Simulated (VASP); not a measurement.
Here is a VASP 6.6.1 calculation.

File INCAR:

```
PREC = Accurate
ENCUT = 520
EDIFF = 1E-6
ISMEAR = 0
SIGMA = 0.1
LREAL = False
LASPH = True
NELM = 80
ALGO = Normal
ISIF = 2
LWAVE = False
LCHARG = False
LDIPOL = True
IDIPOL = 3
DIPOL = 0.5 0.5 0.335
GGA = PE
IVDW = 12
NBANDS = 42
```

File KPOINTS:

```
Automatic mesh
0
Gamma
  9 9 1
```

The input POSCAR:

```
CuGe4
1.0
    4.0303587933      0.0000000000      0.0000000000
   -2.0151793967      3.4903931014      0.0000000000
    0.0000000000      0.0000000000     21.4984134729
Ge Cu
4 1
Direct
    0.3333333333      0.6666666667      0.1860602414
    0.0000000000      0.0000000000      0.2243278812
    0.0000000000      0.0000000000      0.3459155542
    0.6666666667      0.3333333333      0.3813496974
    1.1111111111      1.2222222222      0.5348493966
```

Potentials or basis: VASP PAW PBE potentials, release 64 (Ge_d, Cu).

The run is started by

```sh
$ cat potpaw_PBE.64/Ge_d/POTCAR potpaw_PBE.64/Cu/POTCAR > POTCAR
$ mpirun -np 1 vasp_std > vasp.out
```

(1) Estimate the dispersion energy per atom.

(2) Predict the largest force.

(3) What does it give for the band gap on the k mesh?

## Answers

(1) -0.232 eV.

(2) 0.443 eV/Å.

(3) zero (an odd number of electrons rules out a gap without spin polarisation).
